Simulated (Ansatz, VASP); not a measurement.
## W in VASP and in Ansatz

```
W
1.0
     4.81048    0.00000    0.00000
    -2.40524    4.16600    0.00000
     0.00000    0.00000    2.67022
W
3
Direct
  0.00000 0.00000 0.00000
  0.33333 0.66667 0.50000
  0.66667 0.33333 0.50000
```

Alike in both runs: task single point; functional BLYP; k mesh 9 × 9 × 13; occupations fermi-dirac, width 0.1 eV; no spin polarisation.

|  | VASP | Ansatz |
| --- | --- | --- |
| version | VASP 6.6.1 | Ansatz 0.2.0 |
| potentials or method | VASP PAW PBE potentials, release 64 (W_sv), cutoff 520 eV | plane waves (420 eV) with PAW, scalar-relativistic |
| valence electrons in the cell | 42 | 42 |

```csv
,VASP,Ansatz,Ansatz less VASP
pressure (GPa),-7.6,-8.9,-1.22
"traceless stress, the component that is largest in VASP (GPa)",-1.49,-1.76,-0.275
```

VASP's potentials were made for PBE, not for BLYP. The functional is the same, so the differences come from potentials, cutoffs and numerics.

Neither program's run includes spin-orbit coupling.
